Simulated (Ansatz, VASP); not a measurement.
**LuGeO in VASP and in Ansatz**

```xyz
3
Lattice="3.9295 0.0000 0.0000 -1.9648 3.4031 0.0000 0.0000 0.0000 3.7894" Properties=species:S:1:pos:R:3 pbc="T T T"
Lu    1.9648    1.1344    0.0000
Ge    0.0000    0.0000    1.8947
O     0.0000    2.2687    1.8947
```

Change from the starting cell: species swapped into the ErCuSi type (P-6m2, No. 187).

Alike in both runs: functional PBE; k mesh 6 × 6 × 6; occupations gaussian, width 0.1 eV; no spin polarisation.

Ansatz relaxed the structure, and its values are those at the end. VASP's run is a single point on that final structure, the one shown.

```csv
,VASP,Ansatz
version,VASP 6.6.1,Ansatz 0.2.0
potentials or method,"VASP PAW PBE potentials, release 64 (Lu, Ge_d, O), cutoff 520 eV","scalar-relativistic, plane waves, PAW"
valence electrons in the cell,45,45
```

```csv
,VASP,Ansatz,Ansatz less VASP
gap on the k mesh at the Fermi level (eV),none,none,-
pressure (GPa),0.1,0.0,-0.11
```

A gap of «none» marks a metal or a gap that the smearing closes. With one functional, cell and mesh, what is left measures potentials, basis and numerics.

Neither program's run includes spin-orbit coupling.
